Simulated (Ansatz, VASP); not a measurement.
## One calculation of AlGa3N4, two programs

File INCAR:

```
ALGO = Normal
EDIFF = 1E-8
ENCUT = 520
GGA = PS
ISIF = 2
ISMEAR = 0
LASPH = True
LCHARG = False
LEFG = True
LREAL = False
LWAVE = False
NBANDS = 41
NELM = 60
PREC = Accurate
SIGMA = 0.01
```

KPOINTS

```
k-points
0
Gamma
  6 6 6
```

Contents of POSCAR:

```
AlGa3N4
1.0
    4.4675724091      0.0000000000      0.0000000000
    0.0000000000      4.4675724091      0.0000000000
    0.0000000000      0.0000000000      4.4675724091
Al Ga N
1 3 4
Direct
    0.0000000000      0.0000000000      0.0000000000
    0.5000000000      0.5000000000      0.0000000000
    0.5000000000      0.0000000000      0.5000000000
    0.0000000000      0.5000000000      0.5000000000
    0.7550308528      0.7550308528      0.2449691472
    0.7550308528      0.2449691472      0.7550308528
    0.2449691472      0.7550308528      0.7550308528
    0.2449691472      0.2449691472      0.2449691472
```

Input for Ansatz:

```yaml
crystal:
  lattice:
    - [4.4675724091, 0.0, 0.0]
    - [0.0, 4.4675724091, 0.0]
    - [0.0, 0.0, 4.4675724091]
  atoms:
    - { symbol: Al, position: [0.0, 0.0, 0.0] }
    - { symbol: Ga, position: [0.5, 0.5, 0.0] }
    - { symbol: Ga, position: [0.5, 0.0, 0.5] }
    - { symbol: Ga, position: [0.0, 0.5, 0.5] }
    - { symbol: "N", position: [0.7550308528, 0.7550308528, 0.2449691472] }
    - { symbol: "N", position: [0.7550308528, 0.2449691472, 0.7550308528] }
    - { symbol: "N", position: [0.2449691472, 0.7550308528, 0.7550308528] }
    - { symbol: "N", position: [0.2449691472, 0.2449691472, 0.2449691472] }
basis:
  ecutwfc: 420
kpoints:
  mp_grid: { grid: [6, 6, 6] }
hamiltonian:
  xc: pbesol
scf:
  occupations: { method: fixed }
output:
  forces: true
  stress: true
  eigenvalues: true
  efg: {}
  polarization: {}
checkpoint:
  read: start.run
  write: ck
  compress: false
  write_wavefunctions: false
  write_every: 100000
```

Alike in both runs: task electric field gradients; functional PBEsol; k mesh 6 × 6 × 6; no spin polarisation.

|  | VASP | Ansatz |
| --- | --- | --- |
| version | VASP 6.6.1 | Ansatz 0.2.0 |
| potentials or method | VASP PAW PBE potentials, release 64 (Al, Ga_d, N), cutoff 520 eV | scalar-relativistic, plane waves, PAW |
| occupations | gaussian, width 0.01 eV | fixed |
| valence electrons in the cell | 62 | 62 |

|  | VASP | Ansatz | Ansatz less VASP |
| --- | --- | --- | --- |
| gap on the k mesh at the Fermi level (eV) | 2.31 | 2.29 | -0.020 |
| least direct gap on the mesh (eV) | 2.31 | 2.29 | -0.020 |
| pressure (GPa) | -0.2 | 0.0 | +0.15 |
| rms of the force components (eV/Å) | 0.004 | 0.000 | -0.0036 |
| size of Vzz on the site where it differs most (V/Å²) | 17.2 | 16.2 | -1.03 |

VASP's potentials were made for PBE, not for PBEsol. Atom by atom the forces differ by 0.004 eV/Å (rms over components).
